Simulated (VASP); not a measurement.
Set up this calculation in VASP 6.6.1, as the native input.

- Task: single point
- Functional: PBE
- Potentials or basis: VASP PAW PBE potentials, release 64 (Li_sv, H)
- Cutoff: 750 eV
- k mesh: 18 × 18 × 10
- Occupations: gaussian, width 0.1 eV
- Spin: no spin polarisation
- Dipole correction: no
- Further INCAR settings: ALGO = Normal; EDIFF = 1e-06; NBANDS = 13

The structure of LiH5 lies in POSCAR:

```
LiH5
1.0
    1.0847818416     -4.6547067980      0.0000000000
    1.0847818416      4.6547067980      0.0000000000
    0.0000000000      0.0000000000      3.6126941527
Li H
1 5
Direct
    0.5000000000      0.5000000000      0.5000000000
    0.7514035632      0.2485964368      0.7573392624
    0.2485964368      0.7514035632      0.2426607376
    0.2485964368      0.7514035632      0.7573392624
    0.7514035632      0.2485964368      0.2426607376
    0.0000000000      0.0000000000      0.0000000000
```

The cell was generated, and may not be a known phase.

One way to write it, as run:

INCAR

```
SYSTEM = LiH5
ALGO = Normal
EDIFF = 1E-6
ENCUT = 750
GGA = PE
GGA_COMPAT = .FALSE.
ISIF = 2
ISMEAR = 0
LASPH = .TRUE.
LCHARG = .TRUE.
LELF = .TRUE.
LREAL = .FALSE.
LVHAR = .TRUE.
LWAVE = .FALSE.
NBANDS = 13
NELM = 120
PREC = Accurate
SIGMA = 0.1
```

KPOINTS

```
k-points
0
G
  18 18 10
  0 0 0
```

Potentials or basis: VASP PAW PBE potentials, release 64 (Li_sv, H).

Command:

```console
$ cat potpaw_PBE.64/Li_sv/POTCAR potpaw_PBE.64/H/POTCAR > POTCAR
$ mpirun -np 1 vasp_std > vasp.out
```

Results of the run:

- Pressure: -0.1 GPa
- Band gap on the k mesh: zero (bands 4 and 5 overlap by 1.66 eV)

Wall time 5.7 min on 1 thread of AMD EPYC 9R45 96-Core Processor (Zen 5), with other jobs on the host, peak memory 0.48 GiB.
